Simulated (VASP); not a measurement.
Input of a VASP 6.6.1 run:

File INCAR:

```
SYSTEM = Se
  PREC = Accurate
  ENCUT = 600
  EDIFF = 1E-6
  ISMEAR = -1
  SIGMA = 0.05
  LREAL = .False.
  LASPH = .True.
  NELM = 80
  ALGO = Normal
  ISIF = 3
  LWAVE = .False.
  LCHARG = .False.
  GGA = CA
  IBRION = 2
  NSW = 32
  EDIFFG = -0.005
  PSTRESS = 720.0
```

File KPOINTS:

```
Automatic mesh
0
Gamma
  17 17 17
  0 0 0
```

POSCAR

```
Se
1.0
   -1.4887141985      1.4887141985      1.4887141985
    1.4887141985     -1.4887141985      1.4887141985
    1.4887141985      1.4887141985     -1.4887141985
Se
1
Direct
    0.0000000000      0.0000000000      0.0000000000
```

Potentials or basis: VASP PAW LDA potentials, release 64 (Se).

The run is started by

```bash
$ cat potpaw_LDA.64/Se/POTCAR > POTCAR
$ mpirun -np 1 vasp_std > vasp.out
```

(1) Predict the band gap on the k mesh.

(2) What does it give for the space group after relaxing (to 0.1 Å)?

## Answers

(1) zero (bands 3 and 4 overlap by 11.95 eV).

(2) Im-3m (No. 229).

Caveat: the cell is relaxed towards a set pressure, so the run minimises the enthalpy, not the energy.
